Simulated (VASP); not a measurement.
The system is C.

```
CELL_PARAMETERS angstrom
-1.17567 1.17567 1.17567
1.17567 -1.17567 1.17567
1.17567 1.17567 -1.17567
ATOMIC_POSITIONS crystal
C 0.00000 0.00000 0.00000
```

* Program: VASP 6.6.1
* Task: relaxation of cell and atoms
* Functional: PBE
* Potentials or basis: VASP PAW PBE potentials, release 64 (C)
* Cutoff: 600 eV
* k mesh: 25 × 25 × 25
* Occupations: fermi-dirac, width 0.1 eV
* Spin: no spin polarisation

At the start: pressure 5.4 GPa; volume 6.50 Å³/atom.

Q: How do energy, volume and symmetry change on relaxing?

A: Over 3 steps the energy falls by 3.1 meV/atom and the volume is 6.69 Å³/atom (+2.9 %); space group Im-3m (No. 229, to 0.05 Å).

Step by step:
```
step  energy change (eV)  largest force (eV/Å)  pressure (GPa)  volume (Å³)
   1              0.0000                0.0000            5.44         6.50
   2             -0.0031                0.0000           -0.57         6.71
   3             -0.0031                0.0000            0.01         6.69
```

Final structure:
```xyz
1
Lattice="-1.1869 1.1869 1.1869 1.1869 -1.1869 1.1869 1.1869 1.1869 -1.1869" Properties=species:S:1:pos:R:3 pbc="T T T"
C     0.0000    0.0000    0.0000
```
